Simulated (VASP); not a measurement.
Set up this calculation in VASP 6.6.1, as the native input.

```yaml
Task: single point
Functional: PBE
Potentials_or_basis: VASP PAW PBE potentials, release 64 (Mg, O)
Cutoff: 520 eV
k_mesh: 11 × 11 × 11
Occupations: fermi-dirac, width 0.01 eV
Spin: no spin polarisation
Dipole_correction: no
Further_INCAR_settings: ALGO = Normal; EDIFF = 1e-06; NBANDS = 11
```

The structure of MgO lies in POSCAR:

```
MgO
1.0
    0.0000000000      2.0919340588      2.0919340588
    2.0919340588      0.0000000000      2.0919340588
    2.0919340588      2.0919340588      0.0000000000
Mg O
1 1
Direct
    0.0000000000      0.0000000000      0.0000000000
    0.5000000000      0.5000000000      0.5000000000
```

This cell differs from its parent crystal: volume scaled by 0.9405.

One way to write it, as run:

INCAR

```
PREC     = Accurate       # precision mode
ENCUT    = 520            # plane-wave cutoff, eV
EDIFF    = 1E-6           # SCF threshold, eV
ISMEAR   = -1             # smearing method
SIGMA    = 0.01           # smearing width, eV
LREAL    = F              # projectors in reciprocal space
LASPH    = T              # aspherical terms in the spheres
NELM     = 80             # most SCF steps
ALGO     = Normal         # electronic algorithm
ISIF     = 2              # what is computed and relaxed
LWAVE    = F              # write WAVECAR
LCHARG   = F              # write CHGCAR
GGA      = PE             # functional
NBANDS   = 11             # bands
```

KPOINTS

```
Automatic mesh
0
Gamma
  11 11 11
```

Potentials or basis: VASP PAW PBE potentials, release 64 (Mg, O).

Command:

```bash
$ cat potpaw_PBE.64/Mg/POTCAR potpaw_PBE.64/O/POTCAR > POTCAR
$ mpirun -np 1 vasp_std > vasp.out
```

It gave:

| Item | Value |
| --- | --- |
| Pressure | 7.5 GPa |
| Band gap on the k mesh | 4.92 eV, direct |

Wall time 4.6 s on 1 thread of Intel(R) Xeon(R) 6975P-C (Granite Rapids) (shared host), peak memory 0.14 GiB.
